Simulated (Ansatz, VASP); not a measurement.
## Ge3Pd: VASP beside Ansatz

INCAR

```
PREC = Accurate ; ENCUT = 520
EDIFF = 1E-6 ; ISMEAR = -1
SIGMA = 0.05 ; LREAL = F
LASPH = T ; NELM = 60
ALGO = Normal ; ISIF = 2
LWAVE = F ; LCHARG = F
GGA = PS ; NBANDS = 34
```

Contents of KPOINTS:

```
Automatic mesh
0
Gamma
  7 7 7
```

The input POSCAR:

```
Ge3Pd
1.0
    4.1965295533      0.0000000000      0.0000000000
    0.0000000000      4.1965295533      0.0000000000
    0.0000000000      0.0000000000      4.1965295533
Pd Ge
1 3
Direct
    0.0000000000      0.0000000000      0.0000000000
    0.5000000000      0.5000000000      0.0000000000
    0.5000000000      0.0000000000      0.5000000000
    0.0000000000      0.5000000000      0.5000000000
```

File input.yaml:

```yaml
crystal:
  lattice:
    - [4.1965295533, 0.0, 0.0]
    - [0.0, 4.1965295533, 0.0]
    - [0.0, 0.0, 4.1965295533]
  atoms:
    - { symbol: Pd, position: [0.0, 0.0, 0.0] }
    - { symbol: Ge, position: [0.5, 0.5, 0.0] }
    - { symbol: Ge, position: [0.5, 0.0, 0.5] }
    - { symbol: Ge, position: [0.0, 0.5, 0.5] }
kpoints:
  mp_grid: { grid: [7, 7, 7] }
scf:
  occupations: { method: fermi_dirac, width: 0.05 }
hamiltonian:
  xc: pbesol
  pseudopotentials: { kind: all_electron, lapw: { basis_error: 0.001 } }
output:
  forces: true
  stress: true
  eigenvalues: true
```

Change from the starting cell: volume scaled by 1.04.

Alike in both runs: task single point; functional PBEsol; k mesh 7 × 7 × 7; occupations fermi-dirac, width 0.05 eV; no spin polarisation.

|  | VASP | Ansatz |
| --- | --- | --- |
| version | VASP 6.6.1 | Ansatz 0.2.0 |
| potentials or method | VASP PAW PBE potentials, release 64 (Pd, Ge_d), cutoff 520 eV | all-electron LAPW, scalar-relativistic |

```tsv
	VASP	Ansatz	Ansatz less VASP
gap on the k mesh at the Fermi level (eV)	none	none	-
pressure (GPa)	-7.3	-7.5	-0.14
```

VASP's potentials were made for PBE, not for PBEsol. A gap of «none» marks a metal or a gap that the smearing closes. Ansatz ran all-electron here, and VASP with PAW potentials.
